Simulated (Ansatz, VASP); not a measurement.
**BaCaS2 in VASP and in Ansatz**

POSCAR

```
BaCaS2
1.0
    2.1373611144      1.2340060148      7.0418321904
   -2.1373611144      1.2340060148      7.0418321904
    0.0000000000     -2.4680120296      7.0418321904
Ca Ba S
1 1 2
Direct
    1.0000000000      0.0000000000      0.0000000000
    0.5000000000      0.5000000000      0.5000000000
    0.2590901373      0.2590901373      0.2590901373
    0.7409098627      0.7409098627      0.7409098627
```

Contents of INCAR.step1:

```
PREC = Accurate
ENCUT = 520
ISMEAR = 0
SIGMA = 0.01
LREAL = F
LASPH = T
NELM = 100
NBANDS = 24
GGA = PE
ALGO = Normal
EDIFF = 1E-4
LWAVE = T
LCHARG = F
```

The input INCAR.step2:

```
PREC = Accurate
ENCUT = 520
EDIFF = 1E-7
ISMEAR = 0
SIGMA = 0.01
LREAL = F
LASPH = T
NELM = 100
ALGO = Normal
ISIF = 2
LWAVE = F
LCHARG = F
METAGGA = R2SCAN
LMIXTAU = T
NBANDS = 24
ISTART = 1
```

KPOINTS

```
regular mesh
0
Gamma
  8 8 8
```

Input for Ansatz:

```yaml
crystal:
  lattice:
    - [2.1373611144, 1.2340060148, 7.0418321904]
    - [-2.1373611144, 1.2340060148, 7.0418321904]
    - [0.0, -2.4680120296, 7.0418321904]
  atoms:
    - { symbol: Ca, position: [1.0, 0.0, 0.0] }
    - { symbol: Ba, position: [0.5, 0.5, 0.5] }
    - { symbol: S, position: [0.2590901373, 0.2590901373, 0.2590901373] }
    - { symbol: S, position: [0.7409098627, 0.7409098627, 0.7409098627] }
kpoints:
  mp_grid: { grid: [8, 8, 8] }
  band_path:
    path:
      - [0.0, 0.0, 0.0]
      - [0.5, 0.5, 0.5]
      - [0.8128607828, 0.1871392172, 0.5]
      - [0.5, -0.1871392172, 0.1871392172]
      - [0.5, 0.0, 0.0]
      - [0.3435696086, -0.3435696086, 0.0]
      - [0.6564303914, 0.0, 0.3435696086]
      - [0.5, 0.0, 0.5]
      - [0.0, 0.5, 0.5]
    npoints: 1
hamiltonian:
  xc: r2scan
scf:
  occupations: { method: fixed }
  n_extra_bands: 5
output:
  forces: true
  stress: true
  eigenvalues: true
```

Alike in both runs: task single point; functional r2SCAN; k mesh 8 × 8 × 8; no spin polarisation.

```csv
,VASP,Ansatz
version,VASP 6.6.1,Ansatz 0.2.0
potentials or method,"VASP PAW PBE potentials, release 64 (Ca_sv, Ba_sv, S)","plane waves, PAW"
plane-wave cutoff (eV),520,500
occupations,"gaussian, width 0.01 eV",fixed
valence electrons in the cell,32,32
```

```tsv
	VASP	Ansatz	Ansatz less VASP
gap on the k mesh at the Fermi level (eV)	2.43	2.49	+0.062
pressure (GPa)	0.5	0.0	-0.52
rms of the force components (eV/Å)	0.023	0.000	-0.0229
```

VASP's potentials were made for PBE, not for r2SCAN. Atom by atom the forces differ by 0.023 eV/Å (rms over components).

Neither program's run includes spin-orbit coupling.
